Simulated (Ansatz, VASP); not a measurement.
**One calculation of I, two programs**

Contents of INCAR:

```
SYSTEM = I
PREC     = Accurate       ! precision mode
ENCUT    = 520            ! plane-wave cutoff, eV
EDIFF    = 1E-7           ! SCF threshold, eV
ISMEAR   = -1             ! smearing method
SIGMA    = 0.1            ! smearing width, eV
LREAL    = .False.        ! projectors in reciprocal space
LASPH    = .True.         ! aspherical terms in the spheres
NELM     = 80             ! most SCF steps
ALGO     = Normal         ! electronic algorithm
ISIF     = 2              ! what is computed and relaxed
LWAVE    = .False.        ! write WAVECAR
LCHARG   = .False.        ! write CHGCAR
GGA      = PE             ! functional
NBANDS   = 10             ! bands
```

KPOINTS

```
regular mesh
0
Gamma
  13 13 13
  0 0 0
```

File POSCAR:

```
I
1.0
   -1.7066097399      1.7066097399      1.7066097399
    1.7066097399     -1.7066097399      1.7066097399
    1.7066097399      1.7066097399     -1.7066097399
I
1
Direct
    0.0000000000      0.0000000000      0.0000000000
```

Input for Ansatz:

```yaml
crystal:
  lattice:
    - [-1.7066097399, 1.7066097399, 1.7066097399]
    - [1.7066097399, -1.7066097399, 1.7066097399]
    - [1.7066097399, 1.7066097399, -1.7066097399]
  atoms:
    - { symbol: I, position: [0.0, 0.0, 0.0] }
kpoints:
  mp_grid: { grid: [13, 13, 13] }
scf:
  occupations: { method: fermi_dirac, width: 0.1 }
hamiltonian:
  xc: pbe
  pseudopotentials: { kind: all_electron, lapw: { basis_error: 0.001 } }
output:
  forces: true
  stress: true
  eigenvalues: true
  populations: true
```

Change from the starting cell: volume scaled by 0.55, LAPW.

Alike in both runs: task single point; functional PBE; k mesh 13 × 13 × 13; occupations fermi-dirac, width 0.1 eV; no spin polarisation.

|  | VASP | Ansatz |
| --- | --- | --- |
| version | VASP 6.6.1 | Ansatz 0.2.0 |
| potentials or method | VASP PAW PBE potentials, release 64 (I), cutoff 520 eV | all-electron LAPW, scalar-relativistic |

Ansatz gave:

```
pressure (GPa) : 63.3
```

**Question.** What did VASP give for the same quantities?

**Answer.** Pressure (GPa): 63.0.

Both programs put the cell under a high pressure, so it lies far from rest at this level. Ansatz ran all-electron here, and VASP with PAW potentials.

Neither program's run includes spin-orbit coupling. Noted on VASP's run: the cell as given lies far from equilibrium.
